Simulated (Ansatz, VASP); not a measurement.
# Two plane-wave programs on MgO

The input INCAR:

```
SYSTEM = MgO
ALGO = Normal
EDIFF = 1E-6
ENCUT = 840
GGA_COMPAT = .FALSE.
ISIF = 2
ISMEAR = -5
LASPH = .TRUE.
LCHARG = .FALSE.
LREAL = .FALSE.
LWAVE = .FALSE.
NBANDS = 15
NELM = 120
PREC = Accurate
SIGMA = 0.05
```

The input KPOINTS:

```
k-points
0
G
  11 11 11
  0 0 0
```

Contents of POSCAR:

```
MgO
1.0
    0.0000000000      2.1381295086      2.1381295086
    2.1381295086      0.0000000000      2.1381295086
    2.1381295086      2.1381295086      0.0000000000
Mg O
1 1
Direct
    0.0000000000      0.0000000000      0.0000000000
    0.5000000000      0.5000000000      0.5000000000
```

input.yaml

```yaml
crystal:
  lattice:
    - [0.0, 2.1381295086, 2.1381295086]
    - [2.1381295086, 0.0, 2.1381295086]
    - [2.1381295086, 2.1381295086, 0.0]
  atoms:
    - { symbol: Mg, position: [0.0, 0.0, 0.0] }
    - { symbol: O, position: [0.5, 0.5, 0.5] }
hamiltonian:
  xc: lda
  pseudopotentials: { kind: paw }
kpoints:
  mp_grid: { grid: [11, 11, 11] }
scf:
  occupations: { method: tetrahedron }
output:
  forces: true
  stress: true
```

Alike in both runs: task single point; functional LDA; k mesh 11 × 11 × 11; occupations tetrahedron; no spin polarisation.

|  | VASP | Ansatz |
| --- | --- | --- |
| version | VASP 6.6.1 | Ansatz 0.2.0 |
| potentials or method | VASP PAW LDA potentials, release 64 (Mg_sv, O) | Ansatz PAW |
| plane-wave cutoff (eV) | 840 | 420 |
| valence electrons in the cell | 16 | 16 |

VASP gave:

- gap on the k mesh at the Fermi level (eV): 4.24
- least direct gap on the mesh (eV): 4.24
- pressure (GPa): -11.7

Estimate Ansatz's values.

gap on the k mesh at the Fermi level (eV): 4.23; least direct gap on the mesh (eV): 4.23; pressure (GPa): -12.1.

LDA's correlation is that of Perdew and Zunger in VASP and of Perdew and Wang (1992) in Ansatz.

Noted on Ansatz's run: odd divisions of the mesh miss points on the zone boundary, where band edges often lie, so the gap on the mesh can be too wide.
